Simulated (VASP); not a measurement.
# Pt (Fd-3m) in VASP: single point with PBE

Aim: the single point of Pt with PBE.

All numbers are computed with VASP 6.6.1; they aren't measurements. Logs are shortened: lines on timing, memory, paths and dates and some standing lists are left out, and cuts for length are marked.

## 1. The cell of the first run

Symmetry: Fd-3m, No. 227, cubic system. Conventional cell: a = 5.817 Å, b = 5.817 Å, c = 5.817 Å, α = 90.00°, β = 90.00°, γ = 90.00°. Within 3.3 Å of Pt (site symmetry -43m) lie 4 Pt at 2.52 Å.

This isn't the form of Pt at room conditions, which is fcc.

## 2. Single point, PBE

Contents of INCAR:

```
ALGO = Normal
EDIFF = 1E-6
ENCUT = 520
GGA = PE
ISIF = 2
ISMEAR = -1
LASPH = T
LCHARG = F
LREAL = F
LWAVE = F
NBANDS = 17
NELM = 100
PREC = Accurate
SIGMA = 0.06122561905347299
```

Contents of KPOINTS:

```
k-points
0
Gamma
  33 33 33
```

Contents of POSCAR:

```
Pt
1.0
    0.0000000000      2.9087438988      2.9087438988
    2.9087438988      0.0000000000      2.9087438988
    2.9087438988      2.9087438988      0.0000000000
Pt
2
Direct
    0.0000000000      0.0000000000      0.0000000000
    0.2500000000      0.2500000000      0.2500000000
```

Potentials or basis: VASP PAW PBE potentials, release 64 (Pt).

On the command line:

```bash
> cat potpaw_PBE.64/Pt/POTCAR > POTCAR
> mpirun -np 1 vasp_std > vasp.out
```

OUTCAR:

```text
EDIFF = 1E-6
   ENCUT = 520
   GGA = PE
   ISIF = 2
   ISMEAR = -1
   LASPH = T
   LREAL = F
   NELM = 100
   PREC = Accurate

 ion  position               nearest neighbor table
   1  0.000  0.000  0.000-   2 2.52   2 2.52   2 2.52   2 2.52
   2  0.250  0.250  0.250-   1 2.52   1 2.52   1 2.52   1 2.52

  LATTYP: Found a face centered cubic cell.
 ALAT       =     5.8174877976

  Lattice vectors:

 A1 = (   0.0000000000,   2.9087438988,   2.9087438988)
 A2 = (   2.9087438988,   0.0000000000,   2.9087438988)
 A3 = (   2.9087438988,   2.9087438988,   0.0000000000)

Analysis of symmetry for initial positions (statically):
=====================================================================
 Subroutine PRICEL returns:
 Original cell was already a primitive cell.

 Routine SETGRP: Setting up the symmetry group for a
 face centered cubic supercell.

 Subroutine GETGRP returns: Found 48 space group operations
 (whereof 24 operations were pure point group operations)
 out of a pool of 48 trial point group operations.

The static configuration has the point symmetry T_d .
 The point group associated with its full space group is O_h .

Analysis of symmetry for dynamics (positions and initial velocities):
=====================================================================
 Subroutine PRICEL returns:
 Original cell was already a primitive cell.

 Routine SETGRP: Setting up the symmetry group for a
 face centered cubic supercell.

 Subroutine GETGRP returns: Found 48 space group operations
 (whereof 24 operations were pure point group operations)
 out of a pool of 48 trial point group operations.

The dynamic configuration has the point symmetry T_d .
 The point group associated with its full space group is O_h .

 Subroutine INISYM returns: Found 48 space group operations
 (whereof 24 operations are pure point group operations),
 and found     1 'primitive' translations

----------------------------------------------------------------------------------------

                                     Primitive cell

  volume of cell :      49.2205

  direct lattice vectors                    reciprocal lattice vectors
     0.000000000  2.908743899  2.908743899    -0.171895505  0.171895505  0.171895505
     2.908743899  0.000000000  2.908743899     0.171895505 -0.171895505  0.171895505
     2.908743899  2.908743899  0.000000000     0.171895505  0.171895505 -0.171895505

  length of vectors
     4.113585071  4.113585071  4.113585071     0.297731747  0.297731747  0.297731747

[... 79 lines left out ...]
   NELM   =    100;   NELMIN=  2; NELMDL= -5     # of ELM steps
   EDIFF  = 0.1E-05   stopping-criterion for ELM
   LREAL  =      F    real-space projection
   EDIFFG = 0.1E-04   stopping-criterion for IOM
   NSW    =      0    number of steps for IOM
   IBRION =     -1    ionic relax: 0-MD 1-quasi-New 2-CG
   NFREE  =      0    steps in history (QN), initial steepest desc. (CG)
   ISIF   =      2    stress and relaxation
   ISYM   =      2    0-nonsym 1-usesym 2-fastsym
   POTIM  = 0.5000    time-step for ionic-motion
   TEBEG  =    0.0;   TEEND  =   0.0 temperature during run
   PSTRESS=    0.0 pullay stress
   NELECT =      20.0000    total number of electrons
   NUPDOWN=      -1.0000    fix difference up-down
   EMIN   =  10.00;   EMAX   =-10.00  energy-range for DOS
   EFERMI =   0.00;   METHOD = LEGACY
   ISMEAR =    -1;   SIGMA  =   0.06  broadening in eV -4-tet -1-fermi 0-gaus
   EFERMI_NEDOS =   21; number of points for ismear=-14 and -15
   IALGO  =     38    algorithm
   IMIX   =      4    mixing-type and parameters
     AMIX     =   0.40;   BMIX     =  1.00
     AMIX_MAG =   1.60;   BMIX_MAG =  1.00
  volume/ion in A,a.u.               =      24.61       166.08
  Fermi-wavevector in a.u.,A,eV,Ry     =   1.212558  2.291403 20.004618  1.470298
  Thomas-Fermi vector in A             =   2.348039
   LORBIT       =      0    0 simple, 1 ext, 2 COOP (PROOUT), +10 PAW based schemes
   GGA     = PE    functional components
   LHFCALC =     F    Hartree Fock is set to
   AEXX    =    0.0000 exact exchange contribution
   IVDW    =     0    specifies the selected vdW correction
   LEPSILON=     F    determine dielectric tensor
   LRPA    =     F    only Hartree local field effects (RPA)
 non-spin polarized calculation
  energy-cutoff  :      520.00
  volume of cell :       49.22
 maximum number of plane-waves:      1363
   NGX = 15   NGY = 15   NGZ = 15

 number of electron      20.0000000 magnetization

 Free energy of the ion-electron system (eV)
  ---------------------------------------------------
  ext. energy  EPLUGINS =         0.00000000
  ---------------------------------------------------
  free energy    TOTEN  =       -10.08035523 eV

  energy without entropy =      -10.01101586  energy(sigma->0) =      -10.04568555

 E-fermi :   4.7622     XC(G=0): -10.3114

 val. band max:        4.7615335806   @ k =  -0.3636   0.3333   0.0303
 cond. band min:       4.7626365401   @ k =  -0.3939   0.3030   0.0606
 fundamental gap:      0.0011029595
 Fermi energy:         4.7622036003

 k-point     1 :       0.0000    0.0000    0.0000
  band No.  band energies     occupation
      1      -2.0404      2.00000
      2       0.4872      2.00000
      3       0.4872      2.00000
      4       0.6191      2.00000
      5       0.6191      2.00000
      6       0.6191      2.00000
[... 457 lines left out ...]
      4       0.5709      2.00000
      5       0.9272      2.00000
      6       1.0366      2.00000
[... 9 lines left out ...]
     16      16.7490      0.00000
     17      17.3979      0.00000

 [... further k-points ...]

------------------------ aborting loop because EDIFF is reached ----------------------------------------

  FORCE on cell =-STRESS in cart. coord.  units (eV):
  Direction    XX          YY          ZZ          XY          YZ          ZX
  --------------------------------------------------------------------------------------
  -------------------------------------------------------------------------------------
  Total       -0.8109675     -0.8109675     -0.8109675     -0.0000000      0.0000000      0.0000000
  in kB      -26.3977904    -26.3977904    -26.3977904     -0.0000000      0.0000000      0.0000000
  external PRESSURE =     -26.3977904 kB  Pullay stress =       0.0000000 kB

 VOLUME and BASIS-vectors are now :
 -----------------------------------------------------------------------------
  energy-cutoff  :      520.00
  volume of cell :       49.22
      direct lattice vectors                 reciprocal lattice vectors
     0.000000000  2.908743899  2.908743899    -0.171895505  0.171895505  0.171895505
     2.908743899  0.000000000  2.908743899     0.171895505 -0.171895505  0.171895505
     2.908743899  2.908743899  0.000000000     0.171895505  0.171895505 -0.171895505

 POSITION                                       TOTAL-FORCE (eV/Angst)
 -----------------------------------------------------------------------------------
      0.00000      0.00000      0.00000        -0.000000      0.000000     -0.000000
      1.45437      1.45437      1.45437         0.000000     -0.000000      0.000000
 -----------------------------------------------------------------------------------
    total drift:                               -0.000000      0.000000      0.000000

  FREE ENERGIE OF THE ION-ELECTRON SYSTEM (eV)
  ---------------------------------------------------
  free  energy   TOTEN  =       -10.0803552316 eV

  energy  without entropy=      -10.0110158595  energy(sigma->0) =      -10.04568555
```

stdout:

```text
POSCAR found type information on POSCAR Pt
 POSCAR found :  1 types and       2 ions
 scaLAPACK will be used
 LDA part: xc-table for (Slater+PW92), standard interpolation
 POSCAR, INCAR and KPOINTS ok, starting setup
 FFT: planning ... GRIDC
 FFT: planning ... GRID_SOFT
 FFT: planning ... GRID
 WAVECAR not read
 entering main loop
```

Run time: 5.3 min. Hardware: 1 thread of AMD EPYC 9R45 (Zen 5), shared host; peak memory 0.7 GiB.

Results:

```
Free energy            : -10.0804 eV
Pressure               : -2.6 GPa
Band gap on the k mesh : zero (bands 10 and 11 overlap by 0.59 eV)
```

Levels at points of the mesh, in eV from the Fermi level:
```
           k point  band 8  band 9  band 10  band 11  band 12  band 13
(0.00, 0.00, 0.00)   -1.76   -1.76    -0.10    -0.10    10.29    10.51
```

Caveat: spin-orbit coupling is left out, which moves the levels of the heavy elements.
